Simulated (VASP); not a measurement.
# LiAl4O (P3m1) in VASP: further runs

The runs below take LiAl4O through single point, with PBE.

Program: VASP 6.6.1. These are calculated values, not measurements. Logs are shortened: lines on timing, memory, paths and dates and some standing lists are left out, and cuts for length are marked.

## (1) The cell of the first run

It takes space group P3m1 (No. 156, trigonal). The conventional cell has a = 2.868 Å, b = 2.868 Å, c = 13.438 Å, α = 90.00°, β = 90.00°, γ = 120.00°. Li (site symmetry 3m) has 6 Al at 2.77 to 2.88 Å and 6 Li at 2.87 Å within 3.7 Å. Al (site symmetry 3m) has 9 Al at 2.87 to 2.90 Å and 3 Li at 2.88 Å within 3.8 Å. Within 3.8 Å of Al (site symmetry 3m) lie 9 Al at 2.87 to 2.90 Å and 3 O at 3.75 Å. Within 2.4 Å of Al (site symmetry 3m) lie 3 O at 1.83 Å. Within 3.7 Å of Al (site symmetry 3m) lie 3 Li at 2.77 Å and 9 Al at 2.87 Å and 1 O at 3.12 Å. Within 2.4 Å of O (site symmetry 3m) lie 3 Al at 1.83 Å.

The cell was built from a structure type or drawn by symmetry, and may not be a known phase.

## (2) Single point, PBE

The input, INCAR:

```
ALGO = Normal
EDIFF = 1E-6
ENCUT = 520
GGA = PE
ISIF = 2
ISMEAR = 0
LASPH = True
LCHARG = True
LELF = True
LREAL = False
LVHAR = True
LWAVE = False
NBANDS = 20
NELM = 80
PREC = Accurate
SIGMA = 0.1
```

The input, KPOINTS:

```
k-points
0
Gamma
  6 6 1
```

The input, POSCAR:

```
LiAl4O
1.0
    2.8678672701      0.0000000000      0.0000000000
   -1.4339336351      2.4836459106      0.0000000000
    0.0000000000      0.0000000000     13.4375255874
Li Al O
1 4 1
Direct
    0.0000000000      0.0000000000      0.5302152417
    0.6666666667      0.3333333333      0.7053798544
    0.0000000000      0.0000000000     -0.1177213965
    0.0000000000      0.0000000000      0.1902638389
    0.6666666667      0.3333333333      0.3648437486
    0.6666666667      0.3333333333      0.1326227130
```

Potentials or basis: VASP PAW PBE potentials, release 64 (Li_sv, Al, O).

Command:

```sh
$ cat potpaw_PBE.64/Li_sv/POTCAR potpaw_PBE.64/Al/POTCAR potpaw_PBE.64/O/POTCAR > POTCAR
$ mpirun -np 1 vasp_std > vasp.out
```

OUTCAR:

```text
EDIFF = 1E-6
   ENCUT = 520
   GGA = PE
   ISIF = 2
   ISMEAR = 0
   LASPH = True
   LREAL = False
   NELM = 80
   PREC = Accurate

 ion  position               nearest neighbor table
   1  0.000  0.000  0.530-   5 2.77   5 2.77   5 2.77   2 2.88   2 2.88   2 2.88
   2  0.667  0.333  0.705-   1 2.88   1 2.88   1 2.88   3 2.90   3 2.90   3 2.90
   3  0.000  0.000  0.882-   2 2.90   2 2.90   2 2.90
   4  0.000  0.000  0.190-   6 1.83   6 1.83   6 1.83   5 2.87   5 2.87   5 2.87
   5  0.667  0.333  0.365-   1 2.77   1 2.77   1 2.77   4 2.87   4 2.87   4 2.87
   6  0.667  0.333  0.133-   4 1.83   4 1.83   4 1.83

  LATTYP: Found a hexagonal cell.
 ALAT       =     2.8678672701
 C/A-ratio  =     4.6855465480

  Lattice vectors:

 A1 = (   2.8678672701,   0.0000000000,   0.0000000000)
 A2 = (  -1.4339336351,   2.4836459106,   0.0000000000)
 A3 = (   0.0000000000,   0.0000000000,  13.4375255874)

Analysis of symmetry for initial positions (statically):
=====================================================================
 Subroutine PRICEL returns:
 Original cell was already a primitive cell.

 Routine SETGRP: Setting up the symmetry group for a
 hexagonal supercell.

 Subroutine GETGRP returns: Found  6 space group operations
 (whereof  6 operations were pure point group operations)
 out of a pool of 24 trial point group operations.

The static configuration has the point symmetry C_3v.

Analysis of symmetry for dynamics (positions and initial velocities):
=====================================================================
 Subroutine PRICEL returns:
 Original cell was already a primitive cell.

 Routine SETGRP: Setting up the symmetry group for a
 hexagonal supercell.

 Subroutine GETGRP returns: Found  6 space group operations
 (whereof  6 operations were pure point group operations)
 out of a pool of 24 trial point group operations.

The dynamic configuration has the point symmetry C_3v.

 Subroutine INISYM returns: Found  6 space group operations
 (whereof  6 operations are pure point group operations),
 and found     1 'primitive' translations

[... 78 lines left out ...]
   ISPIN  =      1    spin polarized calculation?
   LNONCOLLINEAR =      F non collinear calculations
   LSORBIT =      F    spin-orbit coupling
   LASPH  =      T    aspherical Exc in radial PAW
   ENCUT  =  520.0 eV  38.22 Ry    6.18 a.u.   5.33  5.33 24.98*2*pi/ulx,y,z
   NELM   =     80;   NELMIN=  2; NELMDL= -5     # of ELM steps
   EDIFF  = 0.1E-05   stopping-criterion for ELM
   LREAL  =      F    real-space projection
   EDIFFG = 0.1E-04   stopping-criterion for IOM
   NSW    =      0    number of steps for IOM
   IBRION =     -1    ionic relax: 0-MD 1-quasi-New 2-CG
   NFREE  =      0    steps in history (QN), initial steepest desc. (CG)
   ISIF   =      2    stress and relaxation
   ISYM   =      2    0-nonsym 1-usesym 2-fastsym
   POTIM  = 0.5000    time-step for ionic-motion
   TEBEG  =    0.0;   TEEND  =   0.0 temperature during run
   PSTRESS=    0.0 pullay stress
   NELECT =      21.0000    total number of electrons
   NUPDOWN=      -1.0000    fix difference up-down
   EMIN   =  10.00;   EMAX   =-10.00  energy-range for DOS
   EFERMI =   0.00;   METHOD = LEGACY
   ISMEAR =     0;   SIGMA  =   0.10  broadening in eV -4-tet -1-fermi 0-gaus
   EFERMI_NEDOS =   21; number of points for ismear=-14 and -15
   IALGO  =     38    algorithm
   IMIX   =      4    mixing-type and parameters
     AMIX     =   0.40;   BMIX     =  1.00
     AMIX_MAG =   1.60;   BMIX_MAG =  1.00
  volume/ion in A,a.u.               =      15.95       107.65
  Fermi-wavevector in a.u.,A,eV,Ry     =   0.987397  1.865910 13.265046  0.974953
  Thomas-Fermi vector in A             =   2.118848
   LORBIT       =      0    0 simple, 1 ext, 2 COOP (PROOUT), +10 PAW based schemes
   GGA     = PE    functional components
   LHFCALC =     F    Hartree Fock is set to
   AEXX    =    0.0000 exact exchange contribution
   IVDW    =     0    specifies the selected vdW correction
   LEPSILON=     F    determine dielectric tensor
   LRPA    =     F    only Hartree local field effects (RPA)
 non-spin polarized calculation
 Gauss-broadening in eV      SIGMA  =   0.10
  energy-cutoff  :      520.00
  volume of cell :       95.71
 maximum number of plane-waves:      2617
 NGX is ok and might be reduce to    24
   NGX = 11   NGY = 11   NGZ = 49

 number of electron      21.0000001 magnetization

 Free energy of the ion-electron system (eV)
  ---------------------------------------------------
  ext. energy  EPLUGINS =         0.00000000
  ---------------------------------------------------
  free energy    TOTEN  =       -26.06552530 eV

  energy without entropy =      -26.05487785  energy(sigma->0) =      -26.06020157

 E-fermi :   5.8168     XC(G=0):  -9.4396

 val. band max:        5.8102341200   @ k =   0.3333   0.3333   0.0000
 cond. band min:       5.9197443369   @ k =   0.3333   0.0000   0.0000
 fundamental gap:      0.1095102170
 Fermi energy:         5.8167517832

 k-point     1 :       0.0000    0.0000    0.0000
  band No.  band energies     occupation
      1     -40.1851      2.00000
      2     -15.3223      2.00000
      3      -4.3808      2.00000
      4      -3.6113      2.00000
      5      -1.5694      2.00000
      6      -0.7812      2.00000
[... 150 lines left out ...]
     19       9.7659      0.00000
     20      10.0975      0.00000

------------------------ aborting loop because EDIFF is reached ----------------------------------------

  FORCE on cell =-STRESS in cart. coord.  units (eV):
  Direction    XX          YY          ZZ          XY          YZ          ZX
  --------------------------------------------------------------------------------------
  -------------------------------------------------------------------------------------
  Total        0.1848895      0.1848895     -0.1444989     -0.0000000      0.0000000     -0.0000000
  in kB        3.0949576      3.0949576     -2.4188403     -0.0000000      0.0000000     -0.0000000
  external PRESSURE =       1.2570250 kB  Pullay stress =       0.0000000 kB

 VOLUME and BASIS-vectors are now :
 -----------------------------------------------------------------------------
  energy-cutoff  :      520.00
  volume of cell :       95.71
      direct lattice vectors                 reciprocal lattice vectors
     2.867867270  0.000000000  0.000000000     0.348691172  0.201316942  0.000000000
    -1.433933635  2.483645911  0.000000000     0.000000000  0.402633884  0.000000000
     0.000000000  0.000000000 13.437525587     0.000000000  0.000000000  0.074418463

 POSITION                                       TOTAL-FORCE (eV/Angst)
 -----------------------------------------------------------------------------------
      0.00000      0.00000      7.12478        -0.000000     -0.000000     -0.001170
      1.43393      0.82788      9.47856        -0.000000     -0.000000     -0.011119
      0.00000      0.00000     11.85564        -0.000000     -0.000000      0.011912
      0.00000      0.00000      2.55668        -0.000000     -0.000000      0.014712
      1.43393      0.82788      4.90260        -0.000000     -0.000000     -0.005731
      1.43393      0.82788      1.78212         0.000000      0.000000     -0.008604
 -----------------------------------------------------------------------------------
    total drift:                               -0.000000      0.000000     -0.000504

  FREE ENERGIE OF THE ION-ELECTRON SYSTEM (eV)
  ---------------------------------------------------
  free  energy   TOTEN  =       -26.0655252959 eV

  energy  without entropy=      -26.0548778451  energy(sigma->0) =      -26.06020157
```

OSZICAR:

```text
N       E                     dE             d eps       ncg     rms          rms(c)
DAV:   1     0.726185678857E+02    0.72619E+02   -0.82533E+03   280   0.907E+02
DAV:   2    -0.179218766763E+02   -0.90540E+02   -0.87423E+02   340   0.180E+02
DAV:   3    -0.278526386484E+02   -0.99308E+01   -0.98401E+01   472   0.495E+01
DAV:   4    -0.282053338686E+02   -0.35270E+00   -0.35171E+00   432   0.874E+00
DAV:   5    -0.282198775712E+02   -0.14544E-01   -0.14540E-01   428   0.139E+00    0.822E+00
DAV:   6    -0.261560184204E+02    0.20639E+01   -0.11255E+01   328   0.158E+01    0.336E+00
DAV:   7    -0.261110604038E+02    0.44958E-01   -0.54098E-01   336   0.333E+00    0.179E+00
DAV:   8    -0.260739456946E+02    0.37115E-01   -0.24188E-01   352   0.164E+00    0.997E-01
DAV:   9    -0.260663221587E+02    0.76235E-02   -0.49960E-02   348   0.960E-01    0.296E-01
DAV:  10    -0.260654125306E+02    0.90963E-03   -0.15817E-02   364   0.455E-01    0.170E-01
DAV:  11    -0.260654126892E+02   -0.15861E-06   -0.22909E-03   336   0.181E-01    0.938E-02
DAV:  12    -0.260655257866E+02   -0.11310E-03   -0.40246E-04   372   0.106E-01    0.326E-02
DAV:  13    -0.260655335420E+02   -0.77555E-05   -0.22092E-04   336   0.516E-02    0.117E-02
DAV:  14    -0.260655270853E+02    0.64568E-05   -0.73161E-05   340   0.235E-02    0.544E-03
DAV:  15    -0.260655256058E+02    0.14795E-05   -0.14961E-05   340   0.120E-02    0.230E-03
DAV:  16    -0.260655252959E+02    0.30987E-06   -0.21575E-06   244   0.464E-03
   1 F= -.26065525E+02 E0= -.26060202E+02  d E =-.106475E-01
```

Run time: 12 s. Hardware: 1 thread of Intel Xeon 6975P-C (Granite Rapids), shared host; peak memory 0.22 GiB.

Results:

```yaml
Free_energy: -26.0655 eV
Largest_force: 0.015 eV/Å
Band_gap_on_the_k_mesh: zero (an odd number of electrons rules out a gap without spin polarisation)
```

Forces in eV/Å, atoms in the order of the input:
```
Li   0.000  0.000 -0.001
Al   0.000  0.000 -0.011
Al   0.000  0.000  0.012
Al   0.000  0.000  0.015
Al   0.000  0.000 -0.006
O    0.000  0.000 -0.009
```

Caveat: the k points lie up to 0.47 Å⁻¹ apart, too coarse for converged energies and pressures of a metal; the cutoff is under 1.25 times the usual one of these potentials, so pressure, stress and relaxed cells hold a basis-set (Pulay) error; an odd number of electrons without spin polarisation forces a metal; a magnetic or distorted state may lie lower.

(Continued in part 2 of 2.)
